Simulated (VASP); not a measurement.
# Ti in VASP: a series of runs

Runs on Ti. Level: LDA. Tasks: single point.

Everything below comes from runs of VASP 6.6.1. Logs are shortened: lines on timing, memory, paths and dates and some standing lists are left out, and cuts for length are marked.

### 1 The cell of the first run

It takes space group P-3m1 (No. 164, trigonal). Conventional cell: a = 4.451 Å, b = 4.451 Å, c = 2.770 Å, α = 90.00°, β = 90.00°, γ = 120.00°. Ti (site symmetry -3m) has 14 Ti at 2.77 to 2.95 Å within 3.7 Å. Within 3.4 Å of Ti (site symmetry 3m) lie 11 Ti at 2.57 to 2.95 Å.

### 2 Single point, LDA (atoms displaced along a vibrational mode)

Input file INCAR:

```
PREC = Accurate
ENCUT = 520
EDIFF = 1E-6
ISMEAR = 0
SIGMA = 0.15
LREAL = False
LASPH = True
NELM = 100
ALGO = Fast
ISIF = 2
LWAVE = False
LCHARG = True
LELF = True
LVHAR = True
NBANDS = 25
```

Input file KPOINTS:

```
regular mesh
0
Gamma
  12 12 14
```

Input file POSCAR:

```
Ti
1.0
    4.4510581778      0.0000000000      0.0000000000
   -2.2255290889      3.8547294557      0.0000000000
    0.0000000000      0.0000000000      2.7704392760
Ti
3
Direct
    0.0000000000      0.0000000000      0.0000000000
    0.3333333333      0.6666666667      0.4742640091
    0.6666666667      0.3333333333      0.5257359909
```

Potentials or basis: VASP PAW LDA potentials, release 64 (Ti_sv).

Run with:

```
$ cat potpaw_LDA.64/Ti_sv/POTCAR > POTCAR
$ mpirun -np 1 vasp_std > vasp.out
```

OUTCAR:

```text
PREC = Accurate
   ENCUT = 520
   EDIFF = 1E-6
   ISMEAR = 0
   LREAL = False
   LASPH = True
   NELM = 100
   ISIF = 2

 ion  position               nearest neighbor table
   1  0.000  0.000  0.000-   2 2.89   3 2.89   3 2.89   2 2.89   3 2.89   2 2.89
   2  0.333  0.667  0.474-   3 2.57   3 2.57   3 2.57   1 2.89   1 2.89   1 2.89
   3  0.667  0.333  0.526-   2 2.57   2 2.57   2 2.57   1 2.89   1 2.89   1 2.89

  LATTYP: Found a hexagonal cell.
 ALAT       =     4.4510581778
 C/A-ratio  =     0.6224226162

  Lattice vectors:

 A1 = (   4.4510581778,   0.0000000000,   0.0000000000)
 A2 = (  -2.2255290889,   3.8547294557,   0.0000000000)
 A3 = (   0.0000000000,   0.0000000000,   2.7704392760)

Analysis of symmetry for initial positions (statically):
=====================================================================
 Subroutine PRICEL returns:
 Original cell was already a primitive cell.

 Routine SETGRP: Setting up the symmetry group for a
 hexagonal supercell.

 Subroutine GETGRP returns: Found 12 space group operations
 (whereof 12 operations were pure point group operations)
 out of a pool of 24 trial point group operations.

The static configuration has the point symmetry D_3d.

Analysis of symmetry for dynamics (positions and initial velocities):
=====================================================================
 Subroutine PRICEL returns:
 Original cell was already a primitive cell.

 Routine SETGRP: Setting up the symmetry group for a
 hexagonal supercell.

 Subroutine GETGRP returns: Found 12 space group operations
 (whereof 12 operations were pure point group operations)
 out of a pool of 24 trial point group operations.

The dynamic configuration has the point symmetry D_3d.

 Subroutine INISYM returns: Found 12 space group operations
 (whereof 12 operations are pure point group operations),
 and found     1 'primitive' translations

----------------------------------------------------------------------------------------

                                     Primitive cell

  volume of cell :      47.5342

  direct lattice vectors                    reciprocal lattice vectors
     4.451058178  0.000000000  0.000000000     0.224665677  0.129710789  0.000000000
    -2.225529089  3.854729456  0.000000000     0.000000000  0.259421578  0.000000000
     0.000000000  0.000000000  2.770439276     0.000000000  0.000000000  0.360953589
[... 78 lines left out ...]
   ISTART =      0    job   : 0-new  1-cont  2-samecut
   ICHARG =      2    charge: 1-file 2-atom 10-const
   ISPIN  =      1    spin polarized calculation?
   LNONCOLLINEAR =      F non collinear calculations
   LSORBIT =      F    spin-orbit coupling
   LASPH  =      T    aspherical Exc in radial PAW
   ENCUT  =  520.0 eV  38.22 Ry    6.18 a.u.   8.28  8.28  5.15*2*pi/ulx,y,z
   NELM   =    100;   NELMIN=  2; NELMDL= -5     # of ELM steps
   EDIFF  = 0.1E-05   stopping-criterion for ELM
   LREAL  =      F    real-space projection
   EDIFFG = 0.1E-04   stopping-criterion for IOM
   NSW    =      0    number of steps for IOM
   IBRION =     -1    ionic relax: 0-MD 1-quasi-New 2-CG
   NFREE  =      0    steps in history (QN), initial steepest desc. (CG)
   ISIF   =      2    stress and relaxation
   ISYM   =      2    0-nonsym 1-usesym 2-fastsym
   POTIM  = 0.5000    time-step for ionic-motion
   TEBEG  =    0.0;   TEEND  =   0.0 temperature during run
   PSTRESS=    0.0 pullay stress
   NELECT =      36.0000    total number of electrons
   NUPDOWN=      -1.0000    fix difference up-down
   EMIN   =  10.00;   EMAX   =-10.00  energy-range for DOS
   EFERMI =   0.00;   METHOD = LEGACY
   ISMEAR =     0;   SIGMA  =   0.15  broadening in eV -4-tet -1-fermi 0-gaus
   EFERMI_NEDOS =   21; number of points for ismear=-14 and -15
   IALGO  =     68    algorithm
   IMIX   =      4    mixing-type and parameters
     AMIX     =   0.40;   BMIX     =  1.00
     AMIX_MAG =   1.60;   BMIX_MAG =  1.00
  volume/ion in A,a.u.               =      15.84       106.93
  Fermi-wavevector in a.u.,A,eV,Ry     =   1.492246  2.819936 30.297424  2.226798
  Thomas-Fermi vector in A             =   2.604798
   LORBIT       =      0    0 simple, 1 ext, 2 COOP (PROOUT), +10 PAW based schemes
   GGA     = CA    functional components
   LHFCALC =     F    Hartree Fock is set to
   AEXX    =    0.0000 exact exchange contribution
   IVDW    =     0    specifies the selected vdW correction
   LEPSILON=     F    determine dielectric tensor
   LRPA    =     F    only Hartree local field effects (RPA)
 non-spin polarized calculation
 RMM-DIIS sequential band-by-band and
 Gauss-broadening in eV      SIGMA  =   0.15
  energy-cutoff  :      520.00
  volume of cell :       47.53
 maximum number of plane-waves:      1313
 NGX is ok and might be reduce to    36
   NGX = 17   NGY = 17   NGZ = 11

 number of electron      36.0000005 magnetization

 Free energy of the ion-electron system (eV)
  ---------------------------------------------------
  ext. energy  EPLUGINS =         0.00000000
  ---------------------------------------------------
  free energy    TOTEN  =       -25.71821455 eV

  energy without entropy =      -25.68435393  energy(sigma->0) =      -25.70128424

 E-fermi :   8.9652     XC(G=0): -12.2302

 val. band max:        8.9644339478   @ k =   0.1667   0.0000   0.0000
 cond. band min:       8.9666609785   @ k =   0.3333   0.1667   0.3571
 fundamental gap:      0.0022270307
 Fermi energy:         8.9652208511

 k-point     1 :       0.0000    0.0000    0.0000
  band No.  band energies     occupation
      1     -47.0556      2.00000
      2     -46.8004      2.00000
      3     -46.5860      2.00000
      4     -23.7855      2.00000
      5     -23.7855      2.00000
      6     -23.7402      2.00000
[... 661 lines left out ...]
     24      10.7889      0.00000
     25      11.6159      0.00000

 [... further k-points ...]
[... 5 lines left out ...]
  --------------------------------------------------------------------------------------
  -------------------------------------------------------------------------------------
  Total       -0.0957759     -0.0957759      0.0578595      0.0000000      0.0000000      0.0000000
  in kB       -3.2282052     -3.2282052      1.9502009      0.0000000      0.0000000      0.0000000
  external PRESSURE =      -1.5020699 kB  Pullay stress =       0.0000000 kB

 VOLUME and BASIS-vectors are now :
 -----------------------------------------------------------------------------
  energy-cutoff  :      520.00
  volume of cell :       47.53
      direct lattice vectors                 reciprocal lattice vectors
     4.451058178  0.000000000  0.000000000     0.224665677  0.129710789  0.000000000
    -2.225529089  3.854729456  0.000000000     0.000000000  0.259421578  0.000000000
     0.000000000  0.000000000  2.770439276     0.000000000  0.000000000  0.360953589

 POSITION                                       TOTAL-FORCE (eV/Angst)
 -----------------------------------------------------------------------------------
      0.00000      0.00000      0.00000        -0.000000      0.000000      0.000000
     -0.00000      2.56982      1.31392         0.000000     -0.000000      0.237231
      2.22553      1.28491      1.45652        -0.000000      0.000000     -0.237231
 -----------------------------------------------------------------------------------
    total drift:                                0.000000     -0.000000     -0.000000

  FREE ENERGIE OF THE ION-ELECTRON SYSTEM (eV)
  ---------------------------------------------------
  free  energy   TOTEN  =       -25.7182145530 eV

  energy  without entropy=      -25.6843539298  energy(sigma->0) =      -25.70128424
```

It took 9.2 min on 1 thread of AMD EPYC 9R45 (Zen 5), shared host; peak memory 0.28 GiB.

What came out:

```
Free energy            : -25.7182 eV
Pressure               : -0.2 GPa
Largest force          : 0.237 eV/Å
Band gap on the k mesh : zero (bands 18 and 19 overlap by 0.39 eV)
```

Forces on the atoms (eV/Å):
```
Ti   0.000  0.000  0.000
Ti   0.000  0.000  0.237
Ti   0.000  0.000 -0.237
```

Stress tensor (GPa, compression positive):
```
-0.32  0.00  0.00
 0.00 -0.32  0.00
 0.00  0.00  0.20
```

Caveat: the cell differs from its parent crystal (atoms displaced along a vibrational mode).

### 3 Single point, LDA

Input file INCAR:

```
ALGO = Normal
EDIFF = 1E-7
ENCUT = 520
GGA = CA
ISIF = 2
ISMEAR = 0
LASPH = True
LCHARG = False
LREAL = False
LWAVE = False
NBANDS = 25
NELM = 100
PREC = Accurate
SIGMA = 0.15
```

Input file KPOINTS:

```
k-points
0
Gamma
  12 12 14
```

Input file POSCAR:

```
Ti
1.0
    4.4510581778      0.0000000000      0.0000000000
   -2.2255290889      3.8547294557      0.0000000000
    0.0000000000      0.0000000000      2.7704392760
Ti
3
Direct
    0.0000000000      0.0000000000      0.0000000000
    0.3333333333      0.6666666667      0.5000000000
    0.6666666667      0.3333333333      0.5000000000
```

Potentials or basis: VASP PAW LDA potentials, release 64 (Ti_sv).

Run with:

```
$ cat potpaw_LDA.64/Ti_sv/POTCAR > POTCAR
$ mpirun -np 1 vasp_std > vasp.out
```

Run time: 2.3 min. Hardware: 1 thread of AMD EPYC 9R45 (Zen 5), shared host; peak memory 0.22 GiB.

The run converged. Its results:

| Item | Value |
| --- | --- |
| Free energy | -25.7349 eV |
| Pressure | -0.1 GPa |
| Band gap on the k mesh | zero (bands 18 and 19 overlap by 0.39 eV) |

Levels at points of the mesh, in eV from the Fermi level:
```tsv
k point	band 15	band 16	band 17	band 18	band 19	band 20	band 21	band 22
(0.00, 0.00, 0.00)	-0.69	-0.69	-0.57	-0.57	0.01	0.73	1.36	1.36
(0.50, 0.00, 0.00)	-2.81	-0.50	-0.48	-0.41	0.03	0.59	1.02	1.51
(0.00, 0.00, 0.50)	-2.17	-1.79	-1.79	-1.65	1.13	1.13	1.35	1.35
(0.50, 0.00, 0.50)	-1.87	-1.32	-0.71	-0.64	0.32	0.85	1.15	1.20
```

### 4 Single point, LDA (atoms displaced along a vibrational mode)

Input file INCAR:

```
SYSTEM = Ti
PREC = Accurate
ENCUT = 520
EDIFF = 1E-6
ISMEAR = 0
SIGMA = 0.15
LREAL = .False.
LASPH = .True.
NELM = 60
ALGO = Fast
ISIF = 2
LWAVE = .False.
LCHARG = .True.
LELF = .True.
LVHAR = .True.
NBANDS = 25
```

Input file KPOINTS:

```
Automatic mesh
0
Gamma
  12 12 14
  0 0 0
```

Input file POSCAR:

```
Ti
1.0
    4.4510581778      0.0000000000      0.0000000000
   -2.2255290889      3.8547294557      0.0000000000
    0.0000000000      0.0000000000      2.7704392760
Ti
3
Direct
   -0.0147605350      0.0000000000      0.0000000000
    0.3407136008      0.6666666667      0.5000000000
    0.6740469342      0.3333333333      0.5000000000
```

Run with:

```
$ cat potpaw_LDA.64/Ti_sv/POTCAR > POTCAR
$ mpirun -np 1 vasp_std > vasp.out
```

It took 16 min on 1 thread of AMD EPYC 9R45 (Zen 5), shared host; peak memory 0.37 GiB.

The run converged. Its results:

```yaml
Free_energy: -25.7175 eV
Pressure: 0.1 GPa
Largest_force: 0.367 eV/Å
Band_gap_on_the_k_mesh: zero (bands 18 and 19 overlap by 0.40 eV)
```

Forces on the atoms (eV/Å):
```
Ti   0.367  0.000  0.000
Ti  -0.184 -0.039  0.000
Ti  -0.184  0.039  0.000
```

Stress tensor (GPa, compression positive):
```
 0.41  0.00  0.00
 0.00  0.10  0.00
 0.00  0.00 -0.25
```

Levels at points of the mesh, in eV from the Fermi level:
```csv
k point,band 14,band 15,band 16,band 17,band 18,band 19,band 20,band 21,band 22,band 23
"(0.00, 0.00, 0.00)",-2.19,-0.72,-0.72,-0.55,-0.55,0.02,0.76,1.36,1.39,1.78
"(0.50, 0.00, 0.00)",-3.48,-2.80,-0.62,-0.51,-0.33,0.11,0.61,1.00,1.51,1.97
"(0.00, 0.50, 0.00)",-3.49,-2.81,-0.62,-0.42,-0.38,0.05,0.60,1.01,1.50,2.03
"(0.00, 0.00, 0.50)",-2.34,-2.17,-1.79,-1.78,-1.64,1.13,1.14,1.34,1.34,3.20
"(0.50, 0.00, 0.50)",-2.21,-1.88,-1.32,-0.69,-0.65,0.34,0.86,1.13,1.19,2.43
"(0.00, 0.50, 0.50)",-2.22,-1.88,-1.35,-0.68,-0.65,0.32,0.88,1.14,1.23,2.41
```

Caveat: the cell differs from its parent crystal (atoms displaced along a vibrational mode).

### 5 Summary

| cell | gap on the mesh (eV) | pressure (GPa) | largest force (eV/Å) |
| --- | --- | --- | --- |
| as given, atomic positions A | none | -0.2 | 0.24 |
| as given, atomic positions B | none | -0.1 | - |
| as given, atomic positions C | none | 0.1 | 0.37 |

Alike in all rows: task single point; level LDA; potentials or basis VASP PAW LDA potentials, release 64 (Ti_sv); no spin polarisation; k mesh 12 × 12 × 14; cutoff (eV) 520; smearing gaussian 0.15 eV.

Absolute energies hang on the potentials; compare differences alone.
